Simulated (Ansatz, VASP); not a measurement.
**One calculation of Fe, two programs**

Contents of INCAR:

```
PREC = Accurate ; ENCUT = 520
EDIFF = 1E-6 ; ISMEAR = -1
SIGMA = 0.05 ; LREAL = False
LASPH = True ; NELM = 150
ALGO = Normal ; ISIF = 2
LWAVE = False ; LCHARG = False
ISPIN = 2 ; MAGMOM = 2.303
LORBIT = 11 ; LMAXMIX = 4
GGA = PS ; NBANDS = 14
```

File KPOINTS:

```
regular mesh
0
Gamma
  22 22 22
```

Contents of POSCAR:

```
Fe
1.0
    2.3290547973      0.0000000000      0.0000000000
    0.0000000000      2.3290547973      0.0000000000
    0.0000000000      0.0000000000      2.3290547973
Fe
1
Direct
    0.0000000000      0.0000000000      0.0000000000
```

Input for Ansatz:

```yaml
crystal:
  lattice:
    - [2.3290547973, 0.0, 0.0]
    - [0.0, 2.3290547973, 0.0]
    - [0.0, 0.0, 2.3290547973]
  atoms:
    - { symbol: Fe, position: [0.0, 0.0, 0.0], spin: 2.303 }
hamiltonian:
  xc: pbesol
  pseudopotentials:
    kind: paw
    azcp:
      Fe: "pseudopotentials/Fe.paw.azcp"
basis:
  ecutwfc: 420
  fft_grid_basis: typed
kpoints:
  mp_grid: { grid: [22, 22, 22], shift: [0, 0, 0] }
magnetization:
  spin_polarized: true
scf:
  occupations: { method: fermi_dirac, width: 0.05 }
output:
  write_density: true
  write_potential: true
  elf: true
  volumetric_format: npy
```

Alike in both runs: task single point; functional PBEsol; k mesh 22 × 22 × 22; occupations fermi-dirac, width 0.05 eV; collinear spin.

|  | VASP | Ansatz |
| --- | --- | --- |
| version | VASP 6.6.1 | Ansatz 0.2.0 |
| potentials or method | VASP PAW PBE potentials, release 64 (Fe), cutoff 520 eV | plane waves (420 eV) with PAW, scalar-relativistic |
| valence electrons in the cell | 8 | 16 |

|  | VASP | Ansatz | Ansatz less VASP |
| --- | --- | --- | --- |
| net moment per atom (μB) | 2.30 | 2.30 | -0.003 |
| size of the moment on the site where the two differ most (μB) | 2.28 | 2.26 | -0.021 |

VASP's potentials were made for PBE, not for PBEsol, and Ansatz warns of the same on its side. Site moments also hang on the region over which each program counts them. VASP's potentials hold 8 valence electrons a cell and Ansatz's 16, so a difference there can come from the potentials and not from the codes.
